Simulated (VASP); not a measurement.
Runs of VASP 6.6.1 on MgS. The structure is that of space group F-43m (No. 216), or close to it. The cells are those of the table. 

```csv
cell,gap on the mesh (eV),pressure (GPa)
"a = 4.133 Å, angles 60.0°, 2 atoms",3.00,-3.7
"a = 3.865 Å, angles 60.0°, 2 atoms",3.77,8.8
"a = 3.936 Å, angles 60.0°, 2 atoms",(b),4.5
"a = 4.069 Å, angles 60.0°, 2 atoms",(c),(a)
```

Alike in all rows: task single point; level PBE; potentials or basis VASP PAW PBE potentials, release 64 (Mg, S); no spin polarisation; k mesh 4 × 4 × 4; cutoff (eV) 600; smearing gaussian 0.01 eV.

Question: Fill in the values left out.

Answer: (a) -1.6; (b) 3.71; (c) 3.22.

Caveats: all runs use coarse meshes.

A k mesh can miss the band edges.
